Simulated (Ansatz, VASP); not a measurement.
**One calculation of HfO2, two programs**

The input INCAR:

```
PREC = Accurate
ENCUT = 520
EDIFF = 1E-6
ISMEAR = -1
SIGMA = 0.02
LREAL = F
LASPH = T
NELM = 80
ALGO = Normal
ISIF = 2
LWAVE = F
LCHARG = F
GGA = PE
NBANDS = 31
```

Contents of KPOINTS:

```
Automatic mesh
0
Gamma
  8 8 6
```

Contents of POSCAR:

```
HfO2
1.0
    3.5766926651      0.0000000000      0.0000000000
    0.0000000000      3.5766926651      0.0000000000
    0.0000000000      0.0000000000      4.9941354306
Hf O
2 4
Direct
    0.5000000000      0.5000000000      0.5000000000
    0.0000000000      0.0000000000      0.0000000000
    0.0000000000      0.5000000000      0.7093052146
    0.5000000000      0.0000000000      0.7906947854
    0.5000000000      0.0000000000      0.2906947854
    0.0000000000      0.5000000000      0.2093052146
```

Input for Ansatz:

```yaml
crystal:
  lattice:
    - [3.5766926651, 0.0, 0.0]
    - [0.0, 3.5766926651, 0.0]
    - [0.0, 0.0, 4.9941354306]
  atoms:
    - { symbol: Hf, position: [0.5, 0.5, 0.5] }
    - { symbol: Hf, position: [0.0, 0.0, 0.0] }
    - { symbol: O, position: [0.0, 0.5, 0.7093052146] }
    - { symbol: O, position: [0.5, 0.0, 0.7906947854] }
    - { symbol: O, position: [0.5, 0.0, 0.2906947854] }
    - { symbol: O, position: [0.0, 0.5, 0.2093052146] }
kpoints:
  mp_grid: { grid: [8, 8, 6] }
  band_path:
    path:
      - [0.0, 0.0, 0.0]
      - [0.0, 0.5, 0.0]
      - [0.5, 0.5, 0.0]
      - [0.0, 0.0, 0.5]
      - [0.0, 0.5, 0.5]
      - [0.5, 0.5, 0.5]
      - [0.166667, 0.171875, 0.0]
    npoints: 1
hamiltonian:
  xc: pbe
scf:
  occupations: { method: fermi_dirac, width: 0.02 }
  n_extra_bands: 5
output:
  forces: true
  stress: true
  eigenvalues: true
```

Change from the starting cell: uniaxial_z strain -4.0%.

Alike in both runs: task single point; functional PBE; k mesh 8 × 8 × 6; occupations fermi-dirac, width 0.02 eV; no spin polarisation.

|  | VASP | Ansatz |
| --- | --- | --- |
| version | VASP 6.6.1 | Ansatz 0.2.0 |
| potentials or method | VASP PAW PBE potentials, release 64 (Hf_pv, O) | plane waves, PAW |
| plane-wave cutoff (eV) | 520 | 420 |
| valence electrons in the cell | 44 | 76 |

```csv
,VASP,Ansatz,Ansatz less VASP
gap on the k mesh at the Fermi level (eV),4.33,4.35,+0.029
pressure (GPa),9.7,13.4,+3.79
"traceless stress, the component that is largest in VASP (GPa)",7.79,7.58,-0.210
rms of the force components (eV/Å),0.014,0.027,+0.0124
```

Atom by atom the forces differ by 0.012 eV/Å (rms over components). VASP's potentials hold 44 valence electrons a cell and Ansatz's 76, so a difference there can come from the potentials and not from the codes.

Neither program's run includes spin-orbit coupling.
